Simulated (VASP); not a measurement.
# Li (Fm-3m) in VASP: further runs

Runs on Li. Level: LDA. Tasks: relaxation of cell and atoms.

Program: VASP 6.6.1. These are calculated values, not measurements. Logs are shortened: lines on timing, memory, paths and dates and some standing lists are left out, and cuts for length are marked.

### Step 1. The cell of the first run

It takes space group Fm-3m (No. 225, cubic). Conventional cell: a = 4.232 Å, b = 4.232 Å, c = 4.232 Å, α = 90.00°, β = 90.00°, γ = 90.00°. Within 3.9 Å of Li (site symmetry m-3m) lie 12 Li at 2.99 Å.

This isn't the form of Li at room conditions, which is bcc.

### Step 2. Relaxation of cell and atoms, LDA, target pressure 2 GPa, at which the enthalpy is minimised

INCAR

```
  PREC = Accurate
  ENCUT = 600
  EDIFF = 1E-6
  ISMEAR = -1
  SIGMA = 0.1
  LREAL = False
  LASPH = True
  NELM = 60
  ALGO = Normal
  ISIF = 3
  LWAVE = False
  LCHARG = False
  GGA = CA
  IBRION = 2
  NSW = 100
  EDIFFG = -0.002
  PSTRESS = 20.0
```

KPOINTS

```
Automatic mesh
0
Gamma
  22 22 22
```

POSCAR

```
Li
1.0
    0.0000000000      2.1161138928      2.1161138928
    2.1161138928      0.0000000000      2.1161138928
    2.1161138928      2.1161138928      0.0000000000
Li
1
Direct
    0.0000000000      0.0000000000      0.0000000000
```

Potentials or basis: VASP PAW LDA potentials, release 64 (Li_sv).

On the command line:

```bash
$ cat potpaw_LDA.64/Li_sv/POTCAR > POTCAR
$ mpirun -np 1 vasp_std > vasp.out
```

OUTCAR:

```text
PREC = Accurate
   ENCUT = 600
   EDIFF = 1E-6
   ISMEAR = -1
   LREAL = False
   LASPH = True
   NELM = 60
   ISIF = 3
   GGA = CA
   IBRION = 2
   NSW = 100
   EDIFFG = -0.002
   PSTRESS = 20.0

 ion  position               nearest neighbor table
   1  0.000  0.000  0.000-

  LATTYP: Found a face centered cubic cell.
 ALAT       =     4.2322277856

  Lattice vectors:

 A1 = (   0.0000000000,   2.1161138928,   2.1161138928)
 A2 = (   2.1161138928,   0.0000000000,   2.1161138928)
 A3 = (   2.1161138928,   2.1161138928,   0.0000000000)

Analysis of symmetry for initial positions (statically):
=====================================================================
 Subroutine PRICEL returns:
 Original cell was already a primitive cell.

 Routine SETGRP: Setting up the symmetry group for a
 face centered cubic supercell.

 Subroutine GETGRP returns: Found 48 space group operations
 (whereof 48 operations were pure point group operations)
 out of a pool of 48 trial point group operations.

The static configuration has the point symmetry O_h .

Analysis of symmetry for dynamics (positions and initial velocities):
=====================================================================
 Subroutine PRICEL returns:
 Original cell was already a primitive cell.

 Routine SETGRP: Setting up the symmetry group for a
 face centered cubic supercell.

 Subroutine GETGRP returns: Found 48 space group operations
 (whereof 48 operations were pure point group operations)
 out of a pool of 48 trial point group operations.

The dynamic configuration has the point symmetry O_h .

 Subroutine INISYM returns: Found 48 space group operations
 (whereof 48 operations are pure point group operations),
 and found     1 'primitive' translations

----------------------------------------------------------------------------------------

                                     Primitive cell

  volume of cell :      18.9517

  direct lattice vectors                    reciprocal lattice vectors
     0.000000000  2.116113893  2.116113893    -0.236282178  0.236282178  0.236282178
     2.116113893  0.000000000  2.116113893     0.236282178 -0.236282178  0.236282178
     2.116113893  2.116113893  0.000000000     0.236282178  0.236282178 -0.236282178

[... 97 lines left out ...]
   EFERMI_NEDOS =   21; number of points for ismear=-14 and -15
   IALGO  =     38    algorithm
   IMIX   =      4    mixing-type and parameters
     AMIX     =   0.40;   BMIX     =  1.00
     AMIX_MAG =   1.60;   BMIX_MAG =  1.00
  volume/ion in A,a.u.               =      18.95       127.89
  Fermi-wavevector in a.u.,A,eV,Ry     =   0.885590  1.673523 10.670645  0.784270
  Thomas-Fermi vector in A             =   2.006644
   LORBIT       =      0    0 simple, 1 ext, 2 COOP (PROOUT), +10 PAW based schemes
   GGA     = CA    functional components
   LHFCALC =     F    Hartree Fock is set to
   AEXX    =    0.0000 exact exchange contribution
   IVDW    =     0    specifies the selected vdW correction
   LEPSILON=     F    determine dielectric tensor
   LRPA    =     F    only Hartree local field effects (RPA)
 conjugate gradient relaxation of ions
 non-spin polarized calculation
  energy-cutoff  :      600.00
  volume of cell :       18.95
 maximum number of plane-waves:       645
   NGX = 11   NGY = 11   NGZ = 11

--------------------------------------- Ionic step        1  -------------------------------------------

 number of electron       2.9999996 magnetization

 Free energy of the ion-electron system (eV)
  ---------------------------------------------------
  ext. energy  EPLUGINS =         0.00000000
  ---------------------------------------------------
  free energy    TOTEN  =        -2.05454442 eV

  energy without entropy =       -2.03857206  energy(sigma->0) =       -2.04655824

------------------------ aborting loop because EDIFF is reached ----------------------------------------

  FORCE on cell =-STRESS in cart. coord.  units (eV):
  Direction    XX          YY          ZZ          XY          YZ          ZX
  --------------------------------------------------------------------------------------
  -------------------------------------------------------------------------------------
  Total       -0.0153346     -0.0153346     -0.0153346      0.0000000      0.0000000     -0.0000000
  in kB       -1.2963931     -1.2963931     -1.2963931      0.0000000      0.0000000     -0.0000000
  external PRESSURE =     -21.2963931 kB  Pullay stress =      20.0000000 kB
[... 94 lines left out ...]
  energy  without entropy=       -2.0321228989  energy(sigma->0) =       -2.03982501

  enthalpy is  TOTEN    =        -1.8331419033 eV   P V=        0.2143852106

[... ionic steps 4 to 15 ...]

--------------------------------------- Ionic step       16  -------------------------------------------

 number of electron       2.9999998 magnetization

------------------------ aborting loop because EDIFF is reached ----------------------------------------
[... 69 lines left out ...]
--------------------------------------- Ionic step       18  -------------------------------------------

 number of electron       2.9999998 magnetization

 Free energy of the ion-electron system (eV)
  ---------------------------------------------------
  ext. energy  EPLUGINS =         0.00000000
  ---------------------------------------------------
  free energy    TOTEN  =        -2.04319743 eV

  energy without entropy =       -2.02792928  energy(sigma->0) =       -2.03556336

 E-fermi :   1.1756     XC(G=0):  -7.6383

 val. band max:        1.1571095375   @ k =   0.5000   0.0909   0.0000
 cond. band min:       1.2047588423   @ k =  -0.4545   0.0909   0.0455
 fundamental gap:      0.0476493048
 Fermi energy:         1.1756182307

 k-point     1 :       0.0000    0.0000    0.0000
  band No.  band energies     occupation
      1     -44.1454      2.00000
      2      -2.5363      2.00000
      3      17.3067      0.00000
      4      17.3067      0.00000
      5      17.3067      0.00000
[... 177 lines left out ...]
 k-point    24 :      -0.4545    0.0455    0.0000
  band No.  band energies     occupation
      1     -44.1038      2.00000
      2       1.0139      1.66881
      3       4.9675      0.00000
      4      14.9957      0.00000
      5      15.2770      0.00000

 [... further k-points ...]

------------------------ aborting loop because EDIFF is reached ----------------------------------------

  FORCE on cell =-STRESS in cart. coord.  units (eV):
  Direction    XX          YY          ZZ          XY          YZ          ZX
  --------------------------------------------------------------------------------------
  -------------------------------------------------------------------------------------
  Total        0.2076259      0.2076259      0.2076259     -0.0000000     -0.0000000      0.0000000
  in kB       19.8256635     19.8256635     19.8256635     -0.0000000     -0.0000000      0.0000000
  external PRESSURE =      -0.1743365 kB  Pullay stress =      20.0000000 kB
[... 20 lines left out ...]
  energy  without entropy=       -2.0279292812  energy(sigma->0) =       -2.03556336

  enthalpy is  TOTEN    =        -1.8337457488 eV   P V=        0.2094516810

 reached required accuracy - stopping structural energy minimisation
```

OSZICAR:

```text
N       E                     dE             d eps       ncg     rms          rms(c)
DAV:   1     0.596048404463E+00    0.59605E+00   -0.75890E+02  3295   0.449E+02
DAV:   2    -0.191958752782E+01   -0.25156E+01   -0.23747E+01  4660   0.607E+01
DAV:   3    -0.205242194876E+01   -0.13283E+00   -0.13240E+00  4145   0.102E+01
[... 83 lines left out ...]
DAV:   1    -0.204331614403E+01    0.59197E-04   -0.52367E-06  3810   0.283E-02    0.360E-03
DAV:   2    -0.204331626000E+01   -0.11597E-06   -0.20838E-06  2715   0.135E-02
  17 F= -.18337453E+01 E0= -.18261096E+01  d E =-.124864E-05
       N       E                     dE             d eps       ncg     rms          rms(c)
DAV:   1    -0.204319720448E+01    0.11894E-03   -0.18284E-05  3620   0.510E-02    0.394E-03
DAV:   2    -0.204319742980E+01   -0.22533E-06   -0.34515E-06  3230   0.212E-02
  18 F= -.18337457E+01 E0= -.18261117E+01  d E =-.171541E-05
```

Run time: 75 s. Hardware: 1 thread of AMD EPYC 9R45 (Zen 5), shared host; peak memory 0.11 GiB.

Results:

* Free energy: -2.0432 eV
* Relaxed volume: 16.78 Å³/atom
* Relaxed cell: a = 2.874 Å, b = 2.874 Å, c = 2.874 Å, α = 60.00°, β = 60.00°, γ = 60.00°
* Space group after relaxing (to 0.1 Å): Fm-3m (No. 225)
* Energy change on relaxing (the run minimises the enthalpy): +11.3 meV/atom
* Ionic steps: 18
* Pressure after relaxing: 2.0 GPa
* Band gap on the k mesh: zero (an odd number of electrons rules out a gap without spin polarisation)

Step by step:
```tsv
step	energy change (eV)	largest force (eV/Å)	pressure (GPa)	volume (Å³)
1	0.0000	0.0000	-0.13	18.95
2	0.0006	0.0000	0.42	18.27
3	0.0070	0.0000	1.53	17.17
4	0.0116	0.0000	2.03	16.76
5	0.0111	0.0000	1.97	16.80
6	0.0111	0.0000	1.97	16.80
7	0.0111	0.0000	1.97	16.80
8	0.0111	0.0000	1.97	16.80
9	0.0111	0.0000	1.97	16.80
10	0.0111	0.0000	1.97	16.80
11	0.0111	0.0000	1.97	16.80
12	0.0111	0.0000	1.97	16.80
13	0.0111	0.0000	1.97	16.80
14	0.0111	0.0000	1.97	16.80
15	0.0111	0.0000	1.97	16.80
16	0.0112	0.0000	1.98	16.79
17	0.0112	0.0000	1.97	16.79
18	0.0113	0.0000	1.98	16.78
```

Final structure:
```xyz
1
Lattice="0.0000 2.0319 2.0319 2.0319 0.0000 2.0319 2.0319 2.0319 0.0000" Properties=species:S:1:pos:R:3 pbc="T T T"
Li    0.0000    0.0000    0.0000
```

Caveat: the cutoff is under 1.25 times the usual one of these potentials, so pressure, stress and relaxed cells hold a basis-set (Pulay) error; the cell is relaxed towards a set pressure, so the run minimises the enthalpy, not the energy. LDA usually gives volumes a few per cent too small.

### Step 3. Relaxation of cell and atoms, LDA, target pressure 4 GPa, at which the enthalpy is minimised

INCAR

```
PREC = Accurate
ENCUT = 600
EDIFF = 1E-6
ISMEAR = -1
SIGMA = 0.1
LREAL = F
LASPH = T
NELM = 60
ALGO = Normal
ISIF = 3
LWAVE = F
LCHARG = F
GGA = CA
IBRION = 2
NSW = 100
EDIFFG = -0.002
PSTRESS = 40.0
```

KPOINTS is that of step 2.

POSCAR is that of step 2.

Potentials or basis: VASP PAW LDA potentials, release 64 (Li_sv).

On the command line:

```bash
$ cat potpaw_LDA.64/Li_sv/POTCAR > POTCAR
$ mpirun -np 1 vasp_std > vasp.out
```

Run time: 88 s. Hardware: 1 thread of AMD EPYC 9R45 (Zen 5), shared host; peak memory 0.12 GiB.

Results (log left out):

```
Free energy                                                : -2.0190 eV
Relaxed volume                                             : 15.46 Å³/atom
Relaxed cell                                               : a = 2.796 Å, b = 2.796 Å, c = 2.796 Å, α = 60.00°, β = 60.00°, γ = 60.00°
Space group after relaxing (to 0.1 Å)                      : Fm-3m (No. 225)
Energy change on relaxing (the run minimises the enthalpy) : +35.5 meV/atom
Ionic steps                                                : 22
Pressure after relaxing                                    : 4.0 GPa
Band gap on the k mesh                                     : zero (an odd number of electrons rules out a gap without spin polarisation)
```

The path:
```csv
step,energy change (eV),largest force (eV/Å),pressure (GPa),volume (Å³)
1,0.0000,0.0000,-0.13,18.95
2,0.0033,0.0000,1.02,17.64
3,0.0230,0.0000,3.06,16.03
4,0.0367,0.0000,4.10,15.42
5,0.0350,0.0000,3.96,15.48
6,0.0350,0.0000,3.97,15.48
7,0.0351,0.0000,3.97,15.48
8,0.0351,0.0000,3.97,15.48
9,0.0351,0.0000,3.97,15.48
10,0.0351,0.0000,3.97,15.48
11,0.0351,0.0000,3.97,15.48
12,0.0351,0.0000,3.97,15.48
13,0.0351,0.0000,3.97,15.48
14,0.0351,0.0000,3.97,15.48
15,0.0351,0.0000,3.97,15.48
16,0.0351,0.0000,3.97,15.48
17,0.0352,0.0000,3.97,15.48
18,0.0353,0.0000,3.97,15.47
19,0.0355,0.0000,3.97,15.46
20,0.0359,0.0000,4.05,15.45
21,0.0356,0.0000,4.06,15.46
22,0.0355,0.0000,4.02,15.46
```

Final structure:
```
CELL_PARAMETERS angstrom
0.00000 1.97731 1.97731
1.97731 0.00000 1.97731
1.97731 1.97731 0.00000
ATOMIC_POSITIONS crystal
Li 0.00000 0.00000 0.00000
```

Levels at points of the mesh, in eV from the Fermi level:
| k point | band 1 | band 2 | band 3 | band 4 | band 5 |
| --- | --- | --- | --- | --- | --- |
| (0.00, 0.00, 0.00) | -45.20 | -3.79 | 17.09 | 17.09 | 17.09 |
| (0.50, 0.00, 0.00) | -45.15 | -0.16 | 3.99 | 15.01 | 15.01 |
| (0.50, 0.50, 0.00) | -45.13 | 1.70 | 5.84 | 9.97 | 9.97 |

Caveat: the cutoff is under 1.25 times the usual one of these potentials, so pressure, stress and relaxed cells hold a basis-set (Pulay) error; the cell is relaxed towards a set pressure, so the run minimises the enthalpy, not the energy; the volume moved by over 15 % at a fixed basis, so the end points are rough. LDA usually gives volumes a few per cent too small.

### Step 4. Relaxation of cell and atoms, LDA, target pressure 7 GPa, at which the enthalpy is minimised

INCAR

```
SYSTEM = Li
PREC = Accurate
ENCUT = 600
EDIFF = 1E-7
ISMEAR = -1
SIGMA = 0.1
LREAL = .FALSE.
LASPH = .TRUE.
NELM = 80
ALGO = Normal
ISIF = 3
LWAVE = .FALSE.
LCHARG = .FALSE.
IBRION = 2
NSW = 100
EDIFFG = -0.002
PSTRESS = 70.0
```

KPOINTS

```
regular mesh
0
G
  22 22 22
  0 0 0
```

POSCAR is that of step 3.

On the command line:

```bash
$ cat potpaw_LDA.64/Li_sv/POTCAR > POTCAR
$ mpirun -np 1 vasp_std > vasp.out
```

Wall time 92 s (1 thread of AMD EPYC 9R45 (Zen 5), shared host); peak memory 0.11 GiB.

Results (log left out):

| Item | Value |
| --- | --- |
| Free energy | -1.9730 eV |
| Relaxed volume | 14.10 Å³/atom |
| Relaxed cell | a = 2.712 Å, b = 2.712 Å, c = 2.712 Å, α = 60.00°, β = 60.00°, γ = 60.00° |
| Space group after relaxing (to 0.1 Å) | Fm-3m (No. 225) |
| Energy change on relaxing (the run minimises the enthalpy) | +81.5 meV/atom |
| Ionic steps | 20 |
| Pressure after relaxing | 7.0 GPa |
| Band gap on the k mesh | zero (an odd number of electrons rules out a gap without spin polarisation) |

Step by step:
```csv
step,energy change (eV),largest force (eV/Å),pressure (GPa),volume (Å³)
1,0.0000,0.0000,-0.13,18.95
2,0.0120,0.0000,2.06,16.73
3,0.0566,0.0000,5.45,14.74
4,0.0849,0.0000,7.20,14.02
5,0.0809,0.0000,6.96,14.11
6,0.0809,0.0000,6.97,14.11
7,0.0809,0.0000,6.97,14.11
8,0.0809,0.0000,6.97,14.11
9,0.0809,0.0000,6.97,14.11
10,0.0809,0.0000,6.97,14.11
11,0.0809,0.0000,6.97,14.11
12,0.0809,0.0000,6.97,14.11
13,0.0809,0.0000,6.97,14.11
14,0.0809,0.0000,6.97,14.11
15,0.0809,0.0000,6.97,14.11
16,0.0810,0.0000,6.97,14.11
17,0.0810,0.0000,6.97,14.11
18,0.0811,0.0000,6.97,14.11
19,0.0812,0.0000,6.97,14.11
20,0.0815,0.0000,7.01,14.10
```

Final structure:
```
Li
1.0
     0.00000    1.91745    1.91745
     1.91745    0.00000    1.91745
     1.91745    1.91745    0.00000
Li
1
Direct
  0.00000 0.00000 0.00000
```

Levels at points of the mesh, in eV from the Fermi level:
| k point | band 1 | band 2 | band 3 | band 4 | band 5 |
| --- | --- | --- | --- | --- | --- |
| (0.00, 0.00, 0.00) | -45.08 | -3.87 | 18.23 | 18.23 | 18.23 |
| (0.50, 0.00, 0.00) | -45.00 | -0.22 | 4.40 | 16.01 | 16.01 |
| (0.50, 0.50, 0.00) | -44.98 | 1.77 | 6.26 | 10.60 | 10.60 |

Caveat: the cutoff is under 1.25 times the usual one of these potentials, so pressure, stress and relaxed cells hold a basis-set (Pulay) error; the cell is relaxed towards a set pressure, so the run minimises the enthalpy, not the energy; the volume moved by over 15 % at a fixed basis, so the end points are rough.

(Part 1 of 2 ends here.)

The gap in the log of VASP goes by the Fermi energy; the results here count the filled bands.